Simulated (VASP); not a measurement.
Input of a VASP 6.6.1 run:

Contents of INCAR:

```
PREC = Accurate ; ENCUT = 910
EDIFF = 1E-6 ; ISMEAR = -1
SIGMA = 0.02 ; LREAL = F
LASPH = T ; NELM = 120
ALGO = Normal ; ISIF = 2
LWAVE = F ; LCHARG = F
GGA = PS ; NBANDS = 36
GGA_COMPAT = F
```

Contents of KPOINTS:

```
Automatic mesh
0
Gamma
  1 1 1
```

Contents of POSCAR:

```
HF
1.0
    5.4647890000      0.0000000000      0.0000000000
    0.0000000000      5.4647890000      0.0000000000
    0.0000000000      0.0000000000      5.4647890000
F H
6 6
Direct
    0.0376043796      0.0017749999      1.0501960826
    0.4897352853      0.7081883674      0.6312595052
    0.7591692927      0.2218017933      0.7971213527
    0.8159692899      0.9845576837      0.4234564226
    0.0983203560      0.4560651839      0.4576022972
    0.6699618229      0.4526798747      0.1975007635
   -0.0577515436      0.1163631386      0.9396154179
    0.6119357948      0.7379790876      0.5101569338
    0.8106991871      0.1776280841      0.6227138870
    0.9314723771      1.0002216005      0.2714285950
    0.2476399363      0.5422533240      0.4940904397
    0.7379241907      0.4854533267      0.0387755136
```

Potentials or basis: VASP PAW PBE potentials, release 64 (F_h, H_h).

Command:

```console
$ cat potpaw_PBE.64/F_h/POTCAR potpaw_PBE.64/H_h/POTCAR > POTCAR
$ mpirun -np 1 vasp_gam > vasp.out
```

What does it give for the largest force?

1.374 eV/Å.

What does it give for the pressure?

-2.0 GPa.

Forces on the atoms (eV/Å):
```
F    0.069  0.346  0.021
F   -0.138 -0.275 -0.281
F    0.748 -0.007 -1.153
F    0.607  0.264 -0.285
F    0.630  0.318  0.140
F    0.296  0.436 -0.822
H   -0.142 -0.517  0.309
H    0.024  0.159  0.069
H   -0.530 -0.171  0.687
H   -0.627 -0.081  0.322
H   -0.364 -0.241  0.106
H   -0.573 -0.232  0.888
```

Caveat: the k points lie up to 1.15 Å⁻¹ apart; the cutoff is under 1.25 times the usual one of these potentials, so pressure, stress and relaxed cells hold a basis-set (Pulay) error; the PAW data sets were made with another functional, which shifts forces and pressure a little.
